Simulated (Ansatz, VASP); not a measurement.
# As: VASP beside Ansatz

```
CELL_PARAMETERS angstrom
3.32620 0.00000 0.00000
0.00000 3.32616 0.00000
0.00000 0.00000 4.14698
ATOMIC_POSITIONS crystal
As 0.00000 0.00000 0.64669
As 0.50000 0.50000 0.35331
```

Alike in both runs: functional PBE; k mesh 16 × 16 × 14; occupations gaussian, width 0.1 eV; no spin polarisation.

Ansatz relaxed the structure, and its values are those at the end. VASP's run is a single point on that final structure, the one shown.

|  | VASP | Ansatz |
| --- | --- | --- |
| version | VASP 6.6.1 | Ansatz 0.2.0 |
| potentials or method | VASP PAW PBE potentials, release 64 (As), cutoff 520 eV | scalar-relativistic, plane waves, PAW |
| valence electrons in the cell | 10 | 30 |

Ansatz gave:

```
gap on the k mesh at the Fermi level (eV) : none
pressure (GPa)                            : 0.0
rms of the force components (eV/Å)        : 0.001
```

Question: What did VASP give for the same quantities?

Answer: gap on the k mesh at the Fermi level (eV): none; pressure (GPa): 0.2; rms of the force components (eV/Å): 0.016.

A gap of «none» marks a metal or a gap that the smearing closes. VASP's potentials hold 10 valence electrons a cell and Ansatz's 30, so a difference there can come from the potentials and not from the codes.
